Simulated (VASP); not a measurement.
A run of VASP 6.6.1 is set up as follows.

Contents of INCAR:

```
SYSTEM = Cu
PREC     = Accurate       ! precision mode
ENCUT    = 520            ! plane-wave cutoff, eV
EDIFF    = 1E-6           ! SCF threshold, eV
ISMEAR   = -1             ! smearing method
SIGMA    = 0.1            ! smearing width, eV
LREAL    = .False.        ! projectors in reciprocal space
LASPH    = .True.         ! aspherical terms in the spheres
NELM     = 60             ! most SCF steps
ALGO     = Normal         ! electronic algorithm
ISIF     = 2              ! what is computed and relaxed
LWAVE    = .False.        ! write WAVECAR
LCHARG   = .True.         ! write CHGCAR
GGA      = RE             ! functional
LELF     = .True.         ! ELF
LVHAR    = .True.       
NBANDS   = 18             ! bands
```

Contents of KPOINTS:

```
Automatic mesh
0
Gamma
  11 11 11
  0 0 0
```

File POSCAR:

```
Cu
1.0
    0.0000000000      2.8133482769      2.8133482769
    2.8133482769      0.0000000000      2.8133482769
    2.8133482769      2.8133482769      0.0000000000
Cu
2
Direct
    0.1250000000      0.1250000000      0.1250000000
    0.8750000000      0.8750000000      0.8750000000
```

Potentials or basis: VASP PAW PBE potentials, release 64 (Cu).

Launch:

```console
$ cat potpaw_PBE.64/Cu/POTCAR > POTCAR
$ mpirun -np 1 vasp_std > vasp.out
```

**Question.** Estimate the band gap on the k mesh.

**Answer.** Zero (band 11 reaches 2.10 eV, above the bottom of band 12 at 1.48 eV).

**Question.** Estimate the pressure.

**Answer.** -4.0 GPa.

Caveat: the PAW data sets were made with another functional, which shifts forces and pressure a little.
